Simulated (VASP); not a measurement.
Crystal: H4NF.

```
CELL_PARAMETERS angstrom
0.00000 3.10781 3.10781
3.10781 0.00000 3.10781
3.10781 3.10781 0.00000
ATOMIC_POSITIONS crystal
H 0.37362 0.37362 0.37362
H 0.87913 0.37362 0.37362
H 0.37362 0.37362 0.87913
H 0.37362 0.87913 0.37362
N 0.75000 0.75000 0.75000
F 0.00000 0.00000 0.00000
```

- Program: VASP 6.6.1
- Task: relaxation of cell and atoms
- Functional: PBEsol
- Potentials or basis: VASP PAW PBE potentials, release 64 (H, N, F)
- Cutoff: 600 eV
- k mesh: 6 × 6 × 6
- Occupations: fermi-dirac, width 0.03 eV
- Spin: no spin polarisation

At the start: pressure -21.1 GPa; volume 10.01 Å³/atom.

Task: Where does the relaxation end?

Result: Over 20 steps the energy falls by 799.7 meV/atom and the volume is 5.27 Å³/atom (-47.3 %); space group F-43m (No. 216, to 0.05 Å).

The path:
```csv
step,energy change (eV),largest force (eV/Å),pressure (GPa),volume (Å³)
1,0.0000,0.0381,-21.13,60.03
2,-1.4994,0.0903,-23.13,49.28
3,-3.2971,0.2196,30.26,24.86
4,-3.5346,0.1883,-11.71,33.24
5,-3.6776,0.2069,-2.53,30.19
6,-3.6827,0.2103,0.15,29.53
7,-3.6988,0.3290,0.33,29.49
8,-3.7848,0.6300,1.02,29.37
9,-4.0975,1.0976,3.00,29.15
10,-4.6946,0.1951,11.01,28.69
11,-4.6859,0.2692,13.18,28.62
12,-4.6977,0.0591,11.69,28.67
13,-4.7022,0.0305,11.74,28.73
14,-4.7047,0.1792,11.87,28.82
15,-4.7120,0.1723,11.34,28.92
16,-4.7321,0.1521,9.74,29.23
17,-4.7639,0.1123,6.77,29.86
18,-4.7962,0.0353,1.63,31.15
19,-4.7984,0.0103,0.05,31.59
20,-4.7984,0.0071,-0.12,31.65
```

Final structure:
```
H N F
1.0
     0.00000    2.51054    2.51054
     2.51054    0.00000    2.51054
     2.51054    2.51054    0.00000
H N F
4 1 1
Cartesian
  2.0909 2.0909 2.0909
  2.0909 2.9302 2.9302
  2.9302 2.9302 2.0909
  2.9302 2.0909 2.9302
  3.7658 3.7658 3.7658
  0.0000 0.0000 0.0000
```

Caveat: the volume moved by over 15 % at a fixed basis, so the end points are rough; the PAW data sets were made with another functional, which shifts forces and pressure a little.
